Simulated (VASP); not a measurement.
# TiO2 (klda) (P4_2/mnm) in VASP: further runs

Runs on TiO2 (klda). Level: LDA. Tasks: single point.

All numbers are computed with VASP 6.6.1; they aren't measurements. Logs are shortened: lines on timing, memory, paths and dates and some standing lists are left out, and cuts for length are marked.

**Experimental background.**

From “Shallow Valence Band of Rutile GeO2 and P-type Doping”, 2020, arxiv:2011.08928, for a bulk crystal of TiO2 at 1.6 K: band gap 3.03 eV (direct).

The runs below are set against these values where they give the same quantity.

### Step 1. The cell of the first run

It takes space group P4_2/mnm (No. 136, tetragonal). Conventional cell: a = 4.592 Å, b = 4.592 Å, c = 2.957 Å, α = 90.00°, β = 90.00°, γ = 90.00°. Within 2.6 Å of Ti (site symmetry mmm) lie 6 O at 1.95 to 1.98 Å. O (site symmetry m2m) has 3 Ti at 1.95 to 1.98 Å and 1 O at 2.53 Å within 2.6 Å.

### Step 2. Single point, LDA

INCAR reads:

```
PREC = Accurate ; ENCUT = 520
EDIFF = 1E-7 ; ISMEAR = 0
SIGMA = 0.1 ; LREAL = False
LASPH = True ; NELM = 80
ALGO = Normal ; ISIF = 2
LWAVE = False ; LCHARG = False
GGA = CA ; NBANDS = 33
```

KPOINTS reads:

```
regular mesh
0
Gamma
  4 4 6
```

POSCAR reads:

```
TiO2
1.0
    4.5922000000      0.0000000000      0.0000000000
    0.0000000000      4.5922000000      0.0000000000
    0.0000000000      0.0000000000      2.9574000000
Ti O
2 4
Direct
    0.0000000000      0.0000000000      0.0000000000
    0.5000000000      0.5000000000      0.5000000000
    0.3049600000      0.3049600000      0.0000000000
    0.1950400000      0.8049600000      0.5000000000
    0.6950400000      0.6950400000      0.0000000000
    0.8049600000      0.1950400000      0.5000000000
```

Potentials or basis: VASP PAW LDA potentials, release 64 (Ti_sv, O).

Run with:

```sh
> cat potpaw_LDA.64/Ti_sv/POTCAR potpaw_LDA.64/O/POTCAR > POTCAR
> mpirun -np 1 vasp_std > vasp.out
```

OUTCAR:

```text
PREC = Accurate
   ENCUT = 520
   EDIFF = 1E-7
   ISMEAR = 0
   LREAL = False
   LASPH = True
   NELM = 80
   ISIF = 2
   GGA = CA

 ion  position               nearest neighbor table
   1  0.000  0.000  0.000-   4 1.95   6 1.95   4 1.95   6 1.95   5 1.98   3 1.98
   2  0.500  0.500  0.500-   3 1.95   5 1.95   3 1.95   5 1.95   4 1.98   6 1.98
   3  0.305  0.305  0.000-   2 1.95   2 1.95   1 1.98
   4  0.195  0.805  0.500-   1 1.95   1 1.95   2 1.98
   5  0.695  0.695  0.000-   2 1.95   2 1.95   1 1.98
   6  0.805  0.195  0.500-   1 1.95   1 1.95   2 1.98

  LATTYP: Found a simple tetragonal cell.
 ALAT       =     4.5922000000
 C/A-ratio  =     0.6440050520

  Lattice vectors:

 A1 = (   4.5922000000,   0.0000000000,   0.0000000000)
 A2 = (   0.0000000000,   4.5922000000,   0.0000000000)
 A3 = (   0.0000000000,   0.0000000000,   2.9574000000)

Analysis of symmetry for initial positions (statically):
=====================================================================
 Subroutine PRICEL returns:
 Original cell was already a primitive cell.

 Routine SETGRP: Setting up the symmetry group for a
 simple tetragonal supercell.

 Subroutine GETGRP returns: Found 16 space group operations
 (whereof  8 operations were pure point group operations)
 out of a pool of 16 trial point group operations.

The static configuration has the point symmetry D_2h.
 The point group associated with its full space group is D_4h.

Analysis of symmetry for dynamics (positions and initial velocities):
=====================================================================
 Subroutine PRICEL returns:
 Original cell was already a primitive cell.

 Routine SETGRP: Setting up the symmetry group for a
 simple tetragonal supercell.

 Subroutine GETGRP returns: Found 16 space group operations
 (whereof  8 operations were pure point group operations)
 out of a pool of 16 trial point group operations.

The dynamic configuration has the point symmetry D_2h.
 The point group associated with its full space group is D_4h.

 Subroutine INISYM returns: Found 16 space group operations
 (whereof  8 operations are pure point group operations),
 and found     1 'primitive' translations

----------------------------------------------------------------------------------------

                                     Primitive cell

  volume of cell :      62.3665

  direct lattice vectors                    reciprocal lattice vectors
     4.592200000  0.000000000  0.000000000     0.217760550  0.000000000  0.000000000
     0.000000000  4.592200000  0.000000000     0.000000000  0.217760550  0.000000000
     0.000000000  0.000000000  2.957400000     0.000000000  0.000000000  0.338134848

  length of vectors
     4.592200000  4.592200000  2.957400000     0.217760550  0.217760550  0.338134848

  position of ions in fractional coordinates (direct lattice)
     0.000000000  0.000000000  0.000000000
     0.500000000  0.500000000  0.500000000
     0.304960000  0.304960000  0.000000000
     0.195040000  0.804960000  0.500000000
     0.695040000  0.695040000  0.000000000
     0.804960000  0.195040000  0.500000000

  ion indices of the primitive-cell ions
   primitive index   ion index
                 1           1
                 2           2
                 3           3
                 4           4
                 5           5
                 6           6

----------------------------------------------------------------------------------------

 KPOINTS: regular mesh

Automatic generation of k-mesh.
 Grid dimensions read from file:
 generate k-points for:    4    4    6

 Generating k-lattice:

  Cartesian coordinates                     Fractional coordinates (reciprocal lattice)
     0.054440138  0.000000000  0.000000000     0.250000000  0.000000000  0.000000000
     0.000000000  0.054440138  0.000000000     0.000000000  0.250000000  0.000000000
     0.000000000  0.000000000  0.056355808     0.000000000  0.000000000  0.166666667

  Length of vectors
     0.054440138  0.054440138  0.056355808

  Shift w.r.t. Gamma in fractional coordinates (k-lattice)
     0.000000000  0.000000000  0.000000000

 Subroutine IBZKPT returns following result:
 ===========================================

 Found     24 irreducible k-points:

 Following reciprocal coordinates:
            Coordinates               Weight
  0.000000  0.000000  0.000000      1.000000
  0.250000  0.000000  0.000000      4.000000
  0.500000  0.000000  0.000000      2.000000
  0.250000  0.250000  0.000000      4.000000
  0.500000  0.250000  0.000000      4.000000
  0.500000  0.500000  0.000000      1.000000
[... 16 lines left out ...]
  0.500000  0.250000  0.500000      4.000000
  0.500000  0.500000  0.500000      1.000000
   k-points           NKPTS =     24   k-points in BZ     NKDIM =     24   number of bands    NBANDS=     33
   number of dos      NEDOS =    301   number of ions     NIONS =      6
   total plane-waves  NPLWV =  31104
   dimension x,y,z NGX =    36 NGY =   36 NGZ =   24
   dimension x,y,z NGXF=    72 NGYF=   72 NGZF=   48
   ions per type =               2   4
   NGX,Y,Z   is equivalent  to a cutoff of  13.03, 13.03, 13.49 a.u.
   NGXF,Y,Z  is equivalent  to a cutoff of  26.07, 26.07, 26.98 a.u.
 SYSTEM =  unknown system
   PREC   = accura    normal or accurate (medium, high low for compatibility)
   ISTART =      0    job   : 0-new  1-cont  2-samecut
   ICHARG =      2    charge: 1-file 2-atom 10-const
   ISPIN  =      1    spin polarized calculation?
   LNONCOLLINEAR =      F non collinear calculations
   LSORBIT =      F    spin-orbit coupling
   LASPH  =      T    aspherical Exc in radial PAW
   ENCUT  =  520.0 eV  38.22 Ry    6.18 a.u.   8.54  8.54  5.50*2*pi/ulx,y,z
   NELM   =     80;   NELMIN=  2; NELMDL= -5     # of ELM steps
   EDIFF  = 0.1E-06   stopping-criterion for ELM
   LREAL  =      F    real-space projection
   EDIFFG = 0.1E-05   stopping-criterion for IOM
   NSW    =      0    number of steps for IOM
   IBRION =     -1    ionic relax: 0-MD 1-quasi-New 2-CG
   NFREE  =      0    steps in history (QN), initial steepest desc. (CG)
   ISIF   =      2    stress and relaxation
   ISYM   =      2    0-nonsym 1-usesym 2-fastsym
   POTIM  = 0.5000    time-step for ionic-motion
   TEBEG  =    0.0;   TEEND  =   0.0 temperature during run
   PSTRESS=    0.0 pullay stress
   NELECT =      48.0000    total number of electrons
   NUPDOWN=      -1.0000    fix difference up-down
   EMIN   =  10.00;   EMAX   =-10.00  energy-range for DOS
   EFERMI =   0.00;   METHOD = LEGACY
   ISMEAR =     0;   SIGMA  =   0.10  broadening in eV -4-tet -1-fermi 0-gaus
   EFERMI_NEDOS =   21; number of points for ismear=-14 and -15
   IALGO  =     38    algorithm
   IMIX   =      4    mixing-type and parameters
     AMIX     =   0.40;   BMIX     =  1.00
     AMIX_MAG =   1.60;   BMIX_MAG =  1.00
  volume/ion in A,a.u.               =      10.39        70.15
  Fermi-wavevector in a.u.,A,eV,Ry     =   1.500277  2.835112 30.624403  2.250830
  Thomas-Fermi vector in A             =   2.611798
   LORBIT       =      0    0 simple, 1 ext, 2 COOP (PROOUT), +10 PAW based schemes
   GGA     = CA    functional components
   LHFCALC =     F    Hartree Fock is set to
   AEXX    =    0.0000 exact exchange contribution
   IVDW    =     0    specifies the selected vdW correction
   LEPSILON=     F    determine dielectric tensor
   LRPA    =     F    only Hartree local field effects (RPA)
 non-spin polarized calculation
 Gauss-broadening in eV      SIGMA  =   0.10
  energy-cutoff  :      520.00
  volume of cell :       62.37
 maximum number of plane-waves:      1720
 NGX is ok and might be reduce to    36
   NGX = 17   NGY = 17   NGZ = 11

 number of electron      48.0000022 magnetization

 Free energy of the ion-electron system (eV)
  ---------------------------------------------------
  ext. energy  EPLUGINS =         0.00000000
  ---------------------------------------------------
  free energy    TOTEN  =       -58.74161515 eV

  energy without entropy =      -58.74161515  energy(sigma->0) =      -58.74161515

 E-fermi :   5.1295     XC(G=0): -11.9973

 val. band max:        4.5647741426   @ k =   0.0000   0.0000   0.0000
 cond. band min:       6.3482652227   @ k =   0.0000   0.0000   0.0000
 fundamental gap:      1.7834910801
 Fermi energy:         5.1295098915

 k-point     1 :       0.0000    0.0000    0.0000
  band No.  band energies     occupation
      1     -51.6154      2.00000
      2     -51.5967      2.00000
      3     -28.3260      2.00000
      4     -28.3260      2.00000
      5     -28.1542      2.00000
      6     -28.1542      2.00000
[... 25 lines left out ...]
     32      11.2123      0.00000
     33      11.2130      0.00000

 k-point     2 :       0.2500    0.0000    0.0000
  band No.  band energies     occupation
      1     -51.6127      2.00000
      2     -51.5994      2.00000
      3     -28.3060      2.00000
      4     -28.3043      2.00000
      5     -28.1784      2.00000
      6     -28.1765      2.00000
[... 25 lines left out ...]
     32      11.0219      0.00000
     33      11.0567      0.00000

 k-point     3 :       0.5000    0.0000    0.0000
  band No.  band energies     occupation
      1     -51.6060      2.00000
      2     -51.6060      2.00000
      3     -28.2703      2.00000
      4     -28.2703      2.00000
      5     -28.2145      2.00000
      6     -28.2145      2.00000
[... 25 lines left out ...]
     32      10.6781      0.00000
     33      10.8507      0.00000

 k-point     4 :       0.2500    0.2500    0.0000
  band No.  band energies     occupation
      1     -51.6107      2.00000
      2     -51.6014      2.00000
      3     -28.3329      2.00000
      4     -28.2709      2.00000
      5     -28.2140      2.00000
      6     -28.1501      2.00000
[... 673 lines left out ...]
     32      10.4368      0.00000
     33      10.6233      0.00000

 k-point    23 :       0.5000    0.2500    0.5000
  band No.  band energies     occupation
      1     -51.5624      2.00000
      2     -51.5624      2.00000
      3     -28.5818      2.00000
      4     -28.5818      2.00000
      5     -28.1725      2.00000
      6     -28.1725      2.00000
[... 25 lines left out ...]
     32       9.8240      0.00000
     33      11.3512      0.00000

 k-point    24 :       0.5000    0.5000    0.5000
  band No.  band energies     occupation
      1     -51.5624      2.00000
      2     -51.5624      2.00000
      3     -28.5758      2.00000
      4     -28.5758      2.00000
      5     -28.1788      2.00000
      6     -28.1788      2.00000
[... 25 lines left out ...]
     32      10.4941      0.00000
     33      10.6090      0.00000

------------------------ aborting loop because EDIFF is reached ----------------------------------------

  FORCE on cell =-STRESS in cart. coord.  units (eV):
  Direction    XX          YY          ZZ          XY          YZ          ZX
  --------------------------------------------------------------------------------------
  -------------------------------------------------------------------------------------
  Total       -2.2921508     -2.2921508     -3.3255053      0.0000000      0.0000000      0.0000000
  in kB      -58.8846507    -58.8846507    -85.4312134      0.0000000      0.0000000      0.0000000
  external PRESSURE =     -67.7335050 kB  Pullay stress =       0.0000000 kB

 VOLUME and BASIS-vectors are now :
 -----------------------------------------------------------------------------
  energy-cutoff  :      520.00
  volume of cell :       62.37
      direct lattice vectors                 reciprocal lattice vectors
     4.592200000  0.000000000  0.000000000     0.217760550  0.000000000  0.000000000
     0.000000000  4.592200000  0.000000000     0.000000000  0.217760550  0.000000000
     0.000000000  0.000000000  2.957400000     0.000000000  0.000000000  0.338134848

 POSITION                                       TOTAL-FORCE (eV/Angst)
 -----------------------------------------------------------------------------------
      0.00000      0.00000      0.00000         0.000000      0.000000     -0.000000
      2.29610      2.29610      1.47870         0.000000      0.000000     -0.000000
      1.40044      1.40044      0.00000        -0.002261     -0.002261      0.000000
      0.89566      3.69654      1.47870         0.002261     -0.002261      0.000000
      3.19176      3.19176      0.00000         0.002261      0.002261     -0.000000
      3.69654      0.89566      1.47870        -0.002261      0.002261     -0.000000
 -----------------------------------------------------------------------------------
    total drift:                                0.000000      0.000000     -0.000000

  FREE ENERGIE OF THE ION-ELECTRON SYSTEM (eV)
  ---------------------------------------------------
  free  energy   TOTEN  =       -58.7416151493 eV

  energy  without entropy=      -58.7416151493  energy(sigma->0) =      -58.74161515
```

Run time: 29 s. Hardware: 1 thread of AMD EPYC 9R45 (Zen 5), shared host; peak memory 0.14 GiB.

What came out:

```
Free energy            : -58.7416 eV
Pressure               : -6.8 GPa
Largest force          : 0.003 eV/Å
Band gap on the k mesh : 1.78 eV, direct
```

Forces on the atoms (eV/Å):
```
Ti   0.000  0.000  0.000
Ti   0.000  0.000  0.000
O   -0.002 -0.002  0.000
O    0.002 -0.002  0.000
O    0.002  0.002  0.000
O   -0.002  0.002  0.000
```

Levels at points of the mesh, in eV from the valence-band top:
| k point | band 21 | band 22 | band 23 | band 24 | band 25 | band 26 | band 27 | band 28 |
| --- | --- | --- | --- | --- | --- | --- | --- | --- |
| (0.00, 0.00, 0.00) | -0.70 | -0.45 | -0.45 | 0.00 | 1.78 | 2.08 | 2.33 | 2.42 |
| (0.50, 0.00, 0.00) | -1.66 | -1.66 | -0.76 | -0.76 | 2.47 | 2.47 | 2.96 | 2.96 |
| (0.50, 0.50, 0.00) | -1.31 | -1.31 | -1.07 | -1.07 | 1.83 | 1.83 | 2.45 | 2.45 |
| (0.00, 0.00, 0.50) | -2.44 | -2.44 | -1.44 | -1.44 | 2.92 | 2.92 | 3.10 | 3.10 |
| (0.50, 0.00, 0.50) | -2.08 | -2.08 | -1.05 | -1.05 | 1.81 | 1.81 | 3.12 | 3.12 |
| (0.50, 0.50, 0.50) | -1.31 | -1.31 | -0.68 | -0.68 | 2.52 | 2.52 | 3.15 | 3.15 |

### Step 3. Single point, LDA

This run uses another cell than the first one, of 10.06 Å³/atom, 0.968 times its volume.

INCAR reads:

```
SYSTEM = TiO2
PREC = Accurate
ENCUT = 520
EDIFF = 1E-6
ISMEAR = 0
SIGMA = 0.02
LREAL = .FALSE.
LASPH = .TRUE.
NELM = 100
ALGO = Normal
ISIF = 2
LWAVE = .FALSE.
LCHARG = .TRUE.
LELF = .TRUE.
LVHAR = .TRUE.
NBANDS = 33
```

KPOINTS reads:

```
regular mesh
0
G
  6 6 10
  0 0 0
```

POSCAR reads:

```
TiO2
1.0
    4.5489695300      0.0000000000      0.0000000000
    0.0000000000      4.5489695300      0.0000000000
    0.0000000000      0.0000000000      2.9174427827
Ti O
2 4
Direct
    0.0000000000      0.0000000000      0.0000000000
    0.5000000000      0.5000000000      0.5000000000
    0.3039441629      0.3039441629      0.0000000000
    0.1960558371      0.8039441629      0.5000000000
    0.6960558371      0.6960558371      0.0000000000
    0.8039441629      0.1960558371      0.5000000000
```

Potentials or basis: VASP PAW LDA potentials, release 64 (Ti_sv, O).

Run with:

```sh
> cat potpaw_LDA.64/Ti_sv/POTCAR potpaw_LDA.64/O/POTCAR > POTCAR
> mpirun -np 1 vasp_std > vasp.out
```

It took 74 s on 1 thread of AMD EPYC 9R45 (Zen 5), shared host; peak memory 0.18 GiB.

It converged, with:

```
Free energy            : -58.7776 eV
Pressure               : 1.1 GPa
Largest force          : 0.033 eV/Å
Band gap on the k mesh : 1.83 eV, direct
```

Forces on the atoms (eV/Å):
```
Ti   0.000  0.000  0.000
Ti   0.000  0.000  0.000
O   -0.023 -0.023  0.000
O    0.023 -0.023  0.000
O    0.023  0.023  0.000
O   -0.023  0.023  0.000
```

Stress tensor (GPa, compression positive):
```
0.99 0.00 0.00
0.00 0.99 0.00
0.00 0.00 1.45
```

Levels at points of the mesh, in eV from the valence-band top:
| k point | band 22 | band 23 | band 24 | band 25 | band 26 | band 27 |
| --- | --- | --- | --- | --- | --- | --- |
| (0.00, 0.00, 0.00) | -0.47 | -0.47 | 0.00 | 1.83 | 2.11 | 2.42 |
| (0.50, 0.00, 0.00) | -1.69 | -0.79 | -0.79 | 2.54 | 2.54 | 3.11 |
| (0.50, 0.50, 0.00) | -1.31 | -1.11 | -1.11 | 1.87 | 1.87 | 2.56 |
| (0.00, 0.00, 0.50) | -2.58 | -1.47 | -1.47 | 3.05 | 3.05 | 3.29 |
| (0.50, 0.00, 0.50) | -2.15 | -1.11 | -1.11 | 1.87 | 1.87 | 3.31 |
| (0.50, 0.50, 0.50) | -1.39 | -0.68 | -0.68 | 2.62 | 2.62 | 3.25 |

### Step 4. Comparison with measurements

Step 3. A measured gap of TiO2 is 3.03 eV (direct; 1.6 K; quoted in “Shallow Valence Band of Rutile GeO2 and P-type Doping”, 2020, arxiv:2011.08928); the calculated 1.83 eV misses it by -1.20 eV. 2 values of this kind are on record in papers (3.03 to 3.05 eV); this one was drawn at random among those near their median. The value is that of LDA on a finite k mesh, which can miss the band edges, without temperature or zero-point motion. Semilocal functionals fall short of measured gaps as a rule.
